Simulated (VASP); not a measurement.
Write the native input for VASP 6.6.1 that does the following.

```yaml
Task: single point
Functional: r2SCAN
Potentials_or_basis: VASP PAW PBE potentials, release 64 (Hf_pv, C, Se)
Cutoff: 520 eV
k_mesh: 9 × 9 × 4
Occupations: gaussian, width 0.035 eV
Spin: no spin polarisation
Dipole_correction: no
Further_INCAR_settings: ALGO = Normal; EDIFF = 1e-06; NBANDS = 29
```

Crystal: HfCSe.

```xyz
6
Lattice="3.4276 0.0000 0.0000 0.0000 3.4276 0.0000 0.0000 0.0000 7.8562" Properties=species:S:1:pos:R:3 pbc="T T T"
Hf    0.0000    1.7138    1.5437
Hf    1.7138    0.0000    6.3125
C     0.0000    0.0000    0.0000
C     1.7138    1.7138    0.0000
Se    0.0000    1.7138    5.0562
Se    1.7138    0.0000    2.8000
```

One way to write it, as run:

POSCAR

```
HfCSe
1.0
    3.4276340000      0.0000000000      0.0000000000
    0.0000000000      3.4276340000      0.0000000000
    0.0000000000      0.0000000000      7.8561750000
Hf C Se
2 2 2
Direct
    0.0000000000      0.5000000000      0.1964980672
    0.5000000000      0.0000000000      0.8035019328
    0.0000000000      0.0000000000      0.0000000000
    0.5000000000      0.5000000000      0.0000000000
    0.0000000000      0.5000000000      0.6435902334
    0.5000000000      0.0000000000      0.3564097666
```

INCAR.step1

```
PREC     = Accurate       # precision mode
ENCUT    = 520            # plane-wave cutoff, eV
ISMEAR   = 0              # smearing method
SIGMA    = 0.035          # smearing width, eV
LREAL    = False          # projectors in reciprocal space
LASPH    = True           # aspherical terms in the spheres
NELM     = 80             # most SCF steps
NBANDS   = 29             # bands
GGA      = PE             # functional
ALGO     = Normal         # electronic algorithm
EDIFF    = 1E-4           # SCF threshold, eV
LWAVE    = True           # write WAVECAR
LCHARG   = False          # write CHGCAR
```

INCAR.step2

```
PREC     = Accurate       # precision mode
ENCUT    = 520            # plane-wave cutoff, eV
EDIFF    = 1E-6           # SCF threshold, eV
ISMEAR   = 0              # smearing method
SIGMA    = 0.035          # smearing width, eV
LREAL    = False          # projectors in reciprocal space
LASPH    = True           # aspherical terms in the spheres
NELM     = 80             # most SCF steps
ALGO     = Normal         # electronic algorithm
ISIF     = 2              # what is computed and relaxed
LWAVE    = False          # write WAVECAR
LCHARG   = True           # write CHGCAR
METAGGA  = R2SCAN         # meta-GGA
LMIXTAU  = True         
LELF     = True           # ELF
LVHAR    = True         
NBANDS   = 29             # bands
ISTART   = 1
```

KPOINTS

```
regular mesh
0
Gamma
  9 9 4
```

Potentials or basis: VASP PAW PBE potentials, release 64 (Hf_pv, C, Se).

Run with:

```bash
$ cat potpaw_PBE.64/Hf_pv/POTCAR potpaw_PBE.64/C/POTCAR potpaw_PBE.64/Se/POTCAR > POTCAR
$ cp INCAR.step1 INCAR
$ mpirun -np 1 vasp_std > vasp.out
$ cp INCAR.step2 INCAR
$ mpirun -np 1 vasp_std > vasp.out
```

Results of the run:

| Property | Result |
| --- | --- |
| Pressure | 1.7 GPa |
| Largest force | 0.060 eV/Å |
| Band gap on the k mesh | zero (band 20 reaches 6.38 eV, above the bottom of band 21 at 5.03 eV) |

Caveat: the PAW data sets were made with another functional, which shifts forces and pressure a little; spin-orbit coupling is left out, which moves the levels of the heavy elements.

Wall time 16 min on 1 thread of Oxide Virtual Turin-like Processor, with other jobs on the host, peak memory 0.26 GiB.
